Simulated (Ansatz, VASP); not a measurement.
# In3Se in VASP and in Ansatz

```
In Se
1.0
     4.63038    0.00000    0.00000
     0.00000    4.70090    0.00000
     0.00000    0.00000    4.70090
In Se
3 1
Direct
  0.00000 0.50000 0.50000
  0.50000 0.00000 0.50000
  0.50000 0.50000 0.00000
  0.00000 0.00000 0.00000
```

Change from the starting cell: strain -0.0150 x Voigt [1, 0, 0, 0, 0, 0], atoms carried along.

Alike in both runs: task single point; functional PBE; dispersion D3(BJ); k mesh 10 × 10 × 10; occupations gaussian, width 0.15 eV; no spin polarisation.

|  | VASP | Ansatz |
| --- | --- | --- |
| version | VASP 6.6.1 | Ansatz 0.2.0 |
| potentials or method | VASP PAW PBE potentials, release 64 (In_d, Se), cutoff 520 eV | scalar-relativistic, plane waves, PAW |
| valence electrons in the cell | 45 | 55 |

|  | VASP | Ansatz | Ansatz less VASP |
| --- | --- | --- | --- |
| gap on the k mesh at the Fermi level (eV) | none | none | - |
| pressure (GPa) | 0.6 | 0.7 | +0.01 |

A gap of «none» marks a metal or a gap that the smearing closes. VASP's potentials hold 45 valence electrons a cell and Ansatz's 55, so a difference there can come from the potentials and not from the codes.
